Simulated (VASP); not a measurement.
Set up this calculation in VASP 6.6.1, as the native input.

* Task: relaxation of cell and atoms
* Functional: PBE
* Potentials or basis: VASP PAW PBE potentials, release 64 (Si, N)
* Cutoff: 600 eV
* k mesh: 6 × 6 × 6
* Occupations: gaussian, width 0.02 eV
* Spin: no spin polarisation
* Dipole correction: no
* Further INCAR settings: ALGO = Normal; EDIFF = 1e-06; IBRION = 2; EDIFFG = -0.002; NSW = 100; ISIF = 3

The structure of Si3N4 (kpbe) lies in POSCAR:

```
Si3N4
1.0
    0.0000000000      3.8937180000      3.8937180000
    3.8937180000      0.0000000000      3.8937180000
    3.8937180000      3.8937180000      0.0000000000
Si N
6 8
Direct
    0.6250000000      0.6250000000      0.1250000000
    0.6250000000      0.1250000000      0.6250000000
    0.1250000000      0.6250000000      0.6250000000
    0.6250000000      0.6250000000      0.6250000000
    0.2500000000      0.2500000000      0.2500000000
    0.0000000000      0.0000000000      0.0000000000
    0.8675630000      0.8675630000      0.8675630000
    0.8526890000      0.3824370000      0.3824370000
    0.3824370000      0.3824370000      0.8526890000
    0.3824370000      0.8526890000      0.3824370000
    0.8675630000      0.8675630000      0.3973110000
    0.8675630000      0.3973110000      0.8675630000
    0.3824370000      0.3824370000      0.3824370000
    0.3973110000      0.8675630000      0.8675630000
```

These files were run (other wordings do the same):

INCAR

```
PREC = Accurate
ENCUT = 600
EDIFF = 1E-6
ISMEAR = 0
SIGMA = 0.02
LREAL = F
LASPH = T
NELM = 60
ALGO = Normal
ISIF = 3
LWAVE = F
LCHARG = F
GGA = PE
IBRION = 2
NSW = 100
EDIFFG = -0.002
```

KPOINTS

```
Automatic mesh
0
Gamma
  6 6 6
```

Potentials or basis: VASP PAW PBE potentials, release 64 (Si, N).

Launch:

```sh
$ cat potpaw_PBE.64/Si/POTCAR potpaw_PBE.64/N/POTCAR > POTCAR
$ mpirun -np 1 vasp_std > vasp.out
```

It gave:

```json
{"Relaxed volume": "8.43 Å³/atom", "Relaxed cell": "a = 5.506 Å, b = 5.506 Å, c = 5.506 Å, α = 60.00°, β = 60.00°, γ = 60.00°", "Space group after relaxing (to 0.05 Å)": "Fd-3m (No. 227)", "Energy gained by relaxing": "0.0 meV/atom", "Ionic steps": "3", "Pressure after relaxing": "0.0 GPa", "Band gap on the k mesh": "3.34 eV, indirect (least direct gap 3.38 eV)"}
```

Run time: 86 s on 1 thread of Intel(R) Xeon(R) 6975P-C (Granite Rapids) (shared host), peak memory 0.35 GiB.
